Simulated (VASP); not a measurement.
Runs of VASP 6.6.1 on LiF. The structure is that of space group Fm-3m (No. 225), or close to it. The cells are those of the table. 

```csv
task,cell,cutoff (eV),smearing,ions in elastic constants,gap on the mesh (eV)
single point,"a = 2.608 Å, angles 60.0°, 2 atoms",520,gaussian 0.01 eV,-,11.66
single point,"a = 2.764 Å, angles 60.0°, 2 atoms",520,gaussian 0.01 eV,-,9.69
single point,"a = 2.764 Å, angles 60.0°, 2 atoms",520,gaussian 0.02 eV,-,9.69
single point,"a = 2.745 Å, angles 60.0°, 2 atoms",520,gaussian 0.01 eV,-,(a)
```

Alike in all rows: level LDA; potentials or basis VASP PAW LDA potentials, release 64 (Li_sv, F); no spin polarisation; k mesh 10 × 10 × 10.

Task: Fill in the values left out.

Result: (a) 9.89.

A k mesh can miss the band edges.
